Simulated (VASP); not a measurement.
# Ag (I4/mmm) in VASP: single point with r2SCAN

Aim: the single point of Ag with r2SCAN.

Program: VASP 6.6.1. These are calculated values, not measurements. Logs are shortened: lines on timing, memory, paths and dates and some standing lists are left out, and cuts for length are marked.

### 1 The cell of the first run

The structure is tetragonal, space group I4/mmm (No. 139). Conventional cell: a = 3.477 Å, b = 3.477 Å, c = 3.394 Å, α = 90.00°, β = 90.00°, γ = 90.00°. Ag (site symmetry 4/mmm) has 14 Ag at 2.99 to 3.48 Å within 3.9 Å.

### 2 Single point, r2SCAN (strain +0.050 along x and y, +0.025 along z)

POSCAR reads:

```
Ag
1.0
   -1.7384367000      1.7384367000      1.6970453500
    1.7384367000     -1.7384367000      1.6970453500
    1.7384367000      1.7384367000     -1.6970453500
Ag
1
Direct
    0.0000000000      0.0000000000      0.0000000000
```

INCAR.step1 reads:

```
SYSTEM = Ag
PREC = Accurate
ENCUT = 520
ISMEAR = 0
SIGMA = 0.15
LREAL = .FALSE.
LASPH = .TRUE.
NELM = 60
NBANDS = 12
GGA = PE
ALGO = Normal
EDIFF = 1E-4
LWAVE = .TRUE.
LCHARG = .FALSE.
```

INCAR.step2 reads:

```
SYSTEM = Ag
PREC = Accurate
ENCUT = 520
EDIFF = 1E-7
ISMEAR = 0
SIGMA = 0.15
LREAL = .FALSE.
LASPH = .TRUE.
NELM = 60
ALGO = Normal
ISIF = 2
LWAVE = .FALSE.
LCHARG = .FALSE.
METAGGA = R2SCAN
LMIXTAU = .TRUE.
NBANDS = 12
ISTART = 1
```

KPOINTS reads:

```
Automatic mesh
0
G
  20 20 20
  0 0 0
```

Potentials or basis: VASP PAW PBE potentials, release 64 (Ag).

The run is started by

```console
$ cat potpaw_PBE.64/Ag/POTCAR > POTCAR
$ cp INCAR.step1 INCAR
$ mpirun -np 1 vasp_std > vasp.out
$ cp INCAR.step2 INCAR
$ mpirun -np 1 vasp_std > vasp.out
```

OUTCAR:

```text
SYSTEM = Ag
   PREC = Accurate
   ENCUT = 520
   EDIFF = 1E-7
   ISMEAR = 0
   LREAL = .FALSE.
   LASPH = .TRUE.
   NELM = 60
   ISIF = 2
   METAGGA = R2SCAN
   ISTART = 1

 ion  position               nearest neighbor table
   1  0.000  0.000  0.000-

  LATTYP: Found a body centered tetragonal cell.
 ALAT       =     3.4768734000
 C/A-ratio  =     0.9761904762

  Lattice vectors:

 A1 = (  -1.7384367000,   1.7384367000,   1.6970453500)
 A2 = (   1.7384367000,  -1.7384367000,   1.6970453500)
 A3 = (   1.7384367000,   1.7384367000,  -1.6970453500)

Analysis of symmetry for initial positions (statically):
=====================================================================
 Subroutine PRICEL returns:
 Original cell was already a primitive cell.

 Routine SETGRP: Setting up the symmetry group for a
 body centered tetragonal supercell.

 Subroutine GETGRP returns: Found 16 space group operations
 (whereof 16 operations were pure point group operations)
 out of a pool of 16 trial point group operations.

The static configuration has the point symmetry D_4h.

Analysis of symmetry for dynamics (positions and initial velocities):
=====================================================================
 Subroutine PRICEL returns:
 Original cell was already a primitive cell.

 Routine SETGRP: Setting up the symmetry group for a
 body centered tetragonal supercell.

 Subroutine GETGRP returns: Found 16 space group operations
 (whereof 16 operations were pure point group operations)
 out of a pool of 16 trial point group operations.

The dynamic configuration has the point symmetry D_4h.

 Subroutine INISYM returns: Found 16 space group operations
 (whereof 16 operations are pure point group operations),
 and found     1 'primitive' translations

----------------------------------------------------------------------------------------

                                     Primitive cell

  volume of cell :      20.5150

  direct lattice vectors                    reciprocal lattice vectors
    -1.738436700  1.738436700  1.697045350     0.000000000  0.287614729  0.294629722
     1.738436700 -1.738436700  1.697045350     0.287614729  0.000000000  0.294629722
     1.738436700  1.738436700 -1.697045350     0.287614729  0.287614729  0.000000000

  length of vectors
     2.987354555  2.987354555  2.987354555     0.411738880  0.411738880  0.406748650

  position of ions in fractional coordinates (direct lattice)
     0.000000000  0.000000000  0.000000000

  ion indices of the primitive-cell ions
   primitive index   ion index
                 1           1

----------------------------------------------------------------------------------------

 KPOINTS: Automatic mesh

Automatic generation of k-mesh.
 Grid dimensions read from file:
 generate k-points for:   20   20   20

 Generating k-lattice:

  Cartesian coordinates                     Fractional coordinates (reciprocal lattice)
     0.000000000  0.014380736  0.014731486     0.050000000  0.000000000 -0.000000000
     0.014380736  0.000000000  0.014731486     0.000000000  0.050000000 -0.000000000
     0.014380736  0.014380736  0.000000000     0.000000000  0.000000000  0.050000000

  Length of vectors
     0.020586944  0.020586944  0.020337433

  Shift w.r.t. Gamma in fractional coordinates (k-lattice)
     0.000000000  0.000000000  0.000000000

 Subroutine IBZKPT returns following result:
 ===========================================

 Found    641 irreducible k-points:

 Following reciprocal coordinates:
            Coordinates               Weight
  0.000000  0.000000  0.000000      1.000000
  0.050000 -0.000000  0.000000      8.000000
  0.100000 -0.000000  0.000000      8.000000
  0.150000 -0.000000  0.000000      8.000000
  0.200000 -0.000000  0.000000      8.000000
  0.250000 -0.000000  0.000000      8.000000
[... 16 lines left out ...]
 -0.400000  0.050000  0.000000     16.000000
 -0.350000  0.050000  0.000000     16.000000
 [... further k-points ...]
   k-points           NKPTS =    641   k-points in BZ     NKDIM =    641   number of bands    NBANDS=     12
   number of dos      NEDOS =    301   number of ions     NIONS =      1
   total plane-waves  NPLWV =  13824
   dimension x,y,z NGX =    24 NGY =   24 NGZ =   24
   dimension x,y,z NGXF=    48 NGYF=   48 NGZF=   48
   ions per type =               1
   NGX,Y,Z   is equivalent  to a cutoff of  13.36, 13.36, 13.36 a.u.
   NGXF,Y,Z  is equivalent  to a cutoff of  26.71, 26.71, 26.71 a.u.
 SYSTEM =  Ag
   PREC   = accura    normal or accurate (medium, high low for compatibility)
   ISTART =      1    job   : 0-new  1-cont  2-samecut
   ICHARG =      0    charge: 1-file 2-atom 10-const
   ISPIN  =      1    spin polarized calculation?
   LNONCOLLINEAR =      F non collinear calculations
   LSORBIT =      F    spin-orbit coupling
   LASPH  =      T    aspherical Exc in radial PAW
   ENCUT  =  520.0 eV  38.22 Ry    6.18 a.u.   5.55  5.55  5.55*2*pi/ulx,y,z
   NELM   =     60;   NELMIN=  2; NELMDL=  0     # of ELM steps
   EDIFF  = 0.1E-06   stopping-criterion for ELM
   LREAL  =      F    real-space projection
   EDIFFG = 0.1E-05   stopping-criterion for IOM
   NSW    =      0    number of steps for IOM
   IBRION =     -1    ionic relax: 0-MD 1-quasi-New 2-CG
   NFREE  =      0    steps in history (QN), initial steepest desc. (CG)
   ISIF   =      2    stress and relaxation
   ISYM   =      2    0-nonsym 1-usesym 2-fastsym
   POTIM  = 0.5000    time-step for ionic-motion
   TEBEG  =    0.0;   TEEND  =   0.0 temperature during run
   PSTRESS=    0.0 pullay stress
   NELECT =      11.0000    total number of electrons
   NUPDOWN=      -1.0000    fix difference up-down
   EMIN   =  10.00;   EMAX   =-10.00  energy-range for DOS
   EFERMI =   0.00;   METHOD = LEGACY
   ISMEAR =     0;   SIGMA  =   0.15  broadening in eV -4-tet -1-fermi 0-gaus
   EFERMI_NEDOS =   21; number of points for ismear=-14 and -15
   IALGO  =     38    algorithm
   IMIX   =      4    mixing-type and parameters
     AMIX     =   0.40;   BMIX     =  1.00
     AMIX_MAG =   1.60;   BMIX_MAG =  1.00
  volume/ion in A,a.u.               =      20.51       138.44
  Fermi-wavevector in a.u.,A,eV,Ry     =   1.329991  2.513318 24.067015  1.768876
  Thomas-Fermi vector in A             =   2.459112
   LORBIT       =      0    0 simple, 1 ext, 2 COOP (PROOUT), +10 PAW based schemes
   METAGGA = R2SCAN    functional components
   LHFCALC =     F    Hartree Fock is set to
   AEXX    =    0.0000 exact exchange contribution
   IVDW    =     0    specifies the selected vdW correction
   LEPSILON=     F    determine dielectric tensor
   LRPA    =     F    only Hartree local field effects (RPA)
 non-spin polarized calculation
 Gauss-broadening in eV      SIGMA  =   0.15
  energy-cutoff  :      520.00
  volume of cell :       20.51
 maximum number of plane-waves:       571
   NGX = 11   NGY = 11   NGZ = 11

 number of electron      11.0000003 magnetization

 Free energy of the ion-electron system (eV)
  ---------------------------------------------------
  ext. energy  EPLUGINS =         0.00000000
  ---------------------------------------------------
  free energy    TOTEN  =       -21.20794393 eV

  energy without entropy =      -21.20445303  energy(sigma->0) =      -21.20619848

 E-fermi :   6.1727     XC(G=0): -11.7314

 val. band max:        6.1707535584   @ k =  -0.0500  -0.4500   0.0500
 cond. band min:       6.1858205083   @ k =   0.3500   0.1000   0.0500
 fundamental gap:      0.0150669499
 Fermi energy:         6.1727063727

 k-point     1 :       0.0000    0.0000    0.0000
  band No.  band energies     occupation
      1      -0.5133      2.00000
      2       1.4313      2.00000
      3       1.5141      2.00000
      4       1.5141      2.00000
      5       2.4285      2.00000
      6       2.5194      2.00000
      7      23.8748      0.00000
      8      23.8748      0.00000
      9      24.2834      0.00000
     10      27.6272      0.00000
     11      27.6272      0.00000
     12      28.1302      0.00000

 k-point     2 :       0.0500   -0.0000    0.0000
  band No.  band energies     occupation
      1      -0.4387      2.00000
      2       1.4355      2.00000
      3       1.5169      2.00000
      4       1.5311      2.00000
      5       2.4265      2.00000
      6       2.5074      2.00000
      7      23.6954      0.00000
      8      23.8892      0.00000
      9      24.1066      0.00000
     10      26.8936      0.00000
     11      27.1374      0.00000
     12      27.2722      0.00000

 k-point     3 :       0.1000   -0.0000    0.0000
  band No.  band energies     occupation
      1      -0.2220      2.00000
      2       1.4071      2.00000
      3       1.5277      2.00000
      4       1.6226      2.00000
      5       2.4148      2.00000
      6       2.4845      2.00000
      7      22.8062      0.00000
      8      23.6763      0.00000
      9      23.9276      0.00000
     10      25.9615      0.00000
     11      26.0820      0.00000
     12      26.5558      0.00000
[... 286 lines left out ...]
 k-point    23 :      -0.4000    0.0500    0.0000
  band No.  band energies     occupation
      1       0.5899      2.00000
      2       0.9791      2.00000
      3       2.4114      2.00000
      4       2.5092      2.00000
      5       2.8476      2.00000
      6       4.4749      2.00000
      7      12.6061      0.00000
      8      19.2405      0.00000
      9      19.9797      0.00000
     10      24.4825      0.00000
     11      25.5700      0.00000
     12      30.0808      0.00000

 k-point    24 :      -0.3500    0.0500    0.0000
  band No.  band energies     occupation
      1       0.6722      2.00000
      2       1.0500      2.00000
      3       2.3733      2.00000
      4       2.4597      2.00000
      5       2.5953      2.00000
      6       3.4904      2.00000
      7      14.4175      0.00000
      8      19.7559      0.00000
      9      20.6666      0.00000
     10      24.4404      0.00000
     11      25.6048      0.00000
     12      29.2029      0.00000

 [... further k-points ...]

------------------------ aborting loop because EDIFF is reached ----------------------------------------

  FORCE on cell =-STRESS in cart. coord.  units (eV):
  Direction    XX          YY          ZZ          XY          YZ          ZX
  --------------------------------------------------------------------------------------
  -------------------------------------------------------------------------------------
  Total       -1.3042533     -1.3042533     -1.3454986      0.0000000     -0.0000000      0.0000000
  in kB     -101.8594459   -101.8594459   -105.0806227      0.0000000     -0.0000000      0.0000000
  external PRESSURE =    -102.9331715 kB  Pullay stress =       0.0000000 kB

 VOLUME and BASIS-vectors are now :
 -----------------------------------------------------------------------------
  energy-cutoff  :      520.00
  volume of cell :       20.51
      direct lattice vectors                 reciprocal lattice vectors
    -1.738436700  1.738436700  1.697045350     0.000000000  0.287614729  0.294629722
     1.738436700 -1.738436700  1.697045350     0.287614729  0.000000000  0.294629722
     1.738436700  1.738436700 -1.697045350     0.287614729  0.287614729  0.000000000

 POSITION                                       TOTAL-FORCE (eV/Angst)
 -----------------------------------------------------------------------------------
      0.00000      0.00000      0.00000         0.000000      0.000000      0.000000
 -----------------------------------------------------------------------------------
    total drift:                                0.000000      0.000000      0.000000

  FREE ENERGIE OF THE ION-ELECTRON SYSTEM (eV)
  ---------------------------------------------------
  free  energy   TOTEN  =       -21.2079439321 eV

  energy  without entropy=      -21.2044530270  energy(sigma->0) =      -21.20619848
```

Wall time 3.9 min (1 thread of Intel Xeon Platinum 8488C (Sapphire Rapids), shared host); peak memory 0.27 GiB.

What came out:

```
Free energy            : -21.2079 eV
Pressure               : -10.3 GPa
Band gap on the k mesh : zero (an odd number of electrons rules out a gap without spin polarisation)
```

Caveat: the cell differs from its parent crystal (strain +0.050 along x and y, +0.025 along z); the cell stands under tension; the PAW data sets were made with another functional, which shifts forces and pressure a little.
